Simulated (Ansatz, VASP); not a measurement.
## Bi2Te3: VASP beside Ansatz

INCAR

```
SYSTEM = Bi2Te3
  PREC = Accurate
  ENCUT = 520
  EDIFF = 1E-8
  ISMEAR = -1
  SIGMA = 0.08
  LREAL = .False.
  LASPH = .True.
  NELM = 60
  ALGO = Normal
  ISIF = 2
  LWAVE = .False.
  LCHARG = .False.
  GGA = PS
  LEFG = .True.
  NBANDS = 32
  KPAR = 4
```

File KPOINTS:

```
regular mesh
0
Gamma
  7 7 7
  0 0 0
```

POSCAR

```
Bi2Te3
1.0
    2.0786825638      1.1425427571     10.1310786998
   -2.3073185530      1.1864027683     10.1749387110
   -0.0763341108     -2.6339156254     10.1909925892
Bi Te
2 3
Direct
    0.4000000000      0.4000000000      0.4000000000
    0.6000000000      0.6000000000      0.6000000000
    0.0000000000      0.0000000000      0.0000000000
    0.2095000000      0.2095000000      0.2095000000
    0.7905000000      0.7905000000      0.7905000000
```

Input for Ansatz:

```yaml
crystal:
  lattice:
    - [2.0786825638, 1.1425427571, 10.1310786998]
    - [-2.307318553, 1.1864027683, 10.174938711]
    - [-0.0763341108, -2.6339156254, 10.1909925892]
  atoms:
    - { symbol: Bi, position: [0.4, 0.4, 0.4] }
    - { symbol: Bi, position: [0.6, 0.6, 0.6] }
    - { symbol: Te, position: [0.0, 0.0, 0.0] }
    - { symbol: Te, position: [0.2095, 0.2095, 0.2095] }
    - { symbol: Te, position: [0.7905, 0.7905, 0.7905] }
kpoints:
  mp_grid: { grid: [7, 7, 7] }
scf:
  occupations: { method: fermi_dirac, width: 0.08 }
hamiltonian:
  xc: pbesol
  pseudopotentials: { kind: all_electron, datasets: crystal }
output:
  forces: true
  stress: true
  eigenvalues: true
  efg: { contact_densities: true }
```

Change from the starting cell: equal xy, yz and zx shear strains of -2 %, crystal datasets.

Alike in both runs: task electric field gradients; functional PBEsol; k mesh 7 × 7 × 7; occupations fermi-dirac, width 0.08 eV; no spin polarisation.

```csv
,VASP,Ansatz
version,VASP 6.6.1,Ansatz 0.2.0
potentials or method,"VASP PAW PBE potentials, release 64 (Bi_d, Te), cutoff 520 eV","all-electron PAW with datasets made for the crystal, scalar-relativistic"
```

VASP gave:

* pressure (GPa): -0.5
* traceless stress, the component that is largest in VASP (GPa): 1.09
* rms of the force components (eV/Å): 0.069
* size of Vzz on the site where it differs most (V/Å²): 94.2

Task: What did Ansatz give for the same quantities?

Result: Pressure (GPa): -0.5; traceless stress, the component that is largest in VASP (GPa): 1.09; rms of the force components (eV/Å): 0.073; size of Vzz on the site where it differs most (V/Å²): 99.0.

VASP's potentials were made for PBE, not for PBEsol. Atom by atom the forces differ by 0.007 eV/Å (rms over components). Ansatz ran all-electron here, and VASP with PAW potentials.

Spin-orbit coupling is off throughout.
